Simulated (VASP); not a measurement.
GdN: single point with PBE+U

The system is GdN.

```
CELL_PARAMETERS angstrom
0.00000 2.45440 2.45440
2.45440 0.00000 2.45440
2.45440 2.45440 0.00000
ATOMIC_POSITIONS crystal
Gd 0.50000 0.50000 0.50000
N 0.00000 0.00000 0.00000
```

```
Program                : VASP 6.6.1
Task                   : single point
Functional             : PBE
Potentials or basis    : VASP PAW PBE potentials, release 64 (Gd, N)
Cutoff                 : 520 eV
k mesh                 : 10 × 10 × 10
Occupations            : gaussian, width 0.05 eV
Spin                   : collinear spin, ferromagnetic start
Starting moments       : [7.61, -0.16] μB
Hubbard terms          : Gd f U = 6.0 eV
Dipole correction      : no
Further INCAR settings : ALGO = Normal; EDIFF = 1e-07; NBANDS = 22
```

| Item | Value |
| --- | --- |
| Pressure | 9.9 GPa |
| Band gap on the k mesh | zero (filled and empty bands overlap) |
| Net moment | 7.00 μB per cell |
| Site moments | Gd +6.87; N -0.12 μB |
| Valence electrons inside the program's atomic spheres | Gd 15.27; N 3.67 |

Levels at points of the mesh, in eV from the Fermi level:
Spin up:
```
           k point  band 12  band 13  band 14  band 15  band 16  band 17  band 18  band 19
(0.00, 0.00, 0.00)    -5.81     0.25     0.25     0.25     2.69     2.69     2.69     3.79
(0.50, 0.00, 0.00)    -5.76    -4.35    -2.53    -2.53     5.50     6.27     6.27     6.99
(0.50, 0.50, 0.00)    -5.85    -1.16    -0.43    -0.10    -0.10     6.92     7.17     8.10
```
Spin down:
| k point | band 5 | band 6 | band 7 | band 8 | band 9 | band 10 | band 11 | band 12 |
| --- | --- | --- | --- | --- | --- | --- | --- | --- |
| (0.00, 0.00, 0.00) | -13.00 | -0.39 | -0.39 | -0.39 | 3.51 | 3.51 | 3.51 | 4.31 |
| (0.50, 0.00, 0.00) | -10.81 | -4.09 | -2.44 | -2.44 | 4.68 | 5.08 | 5.08 | 5.41 |
| (0.50, 0.50, 0.00) | -12.75 | -0.83 | -0.40 | -0.40 | 0.25 | 5.16 | 5.19 | 5.32 |

Eigenvalues of the final occupation matrices:
| site | spin | trace | eigenvalues |
| --- | --- | --- | --- |
| site 1 f | 1 | 6.94 | 0.99 0.99 0.99 0.99 0.99 0.99 0.99 |
| site 1 f | 2 | 0.05 | 0.00 0.00 0.00 0.00 0.01 0.01 0.01 |

It took 2.2 min on 1 thread of Intel(R) Xeon(R) Platinum 8259CL CPU @ 2.50GHz (Skylake/Cascade Lake), with other jobs on the host, peak memory 0.21 GiB.

Caveat: the cell stands under pressure; spin-orbit coupling is left out, which moves the levels of the heavy elements; a cell with one magnetic atom can't hold antiferromagnetic order, which such compounds often take. The state reached can hang on the start; a lower one may exist.
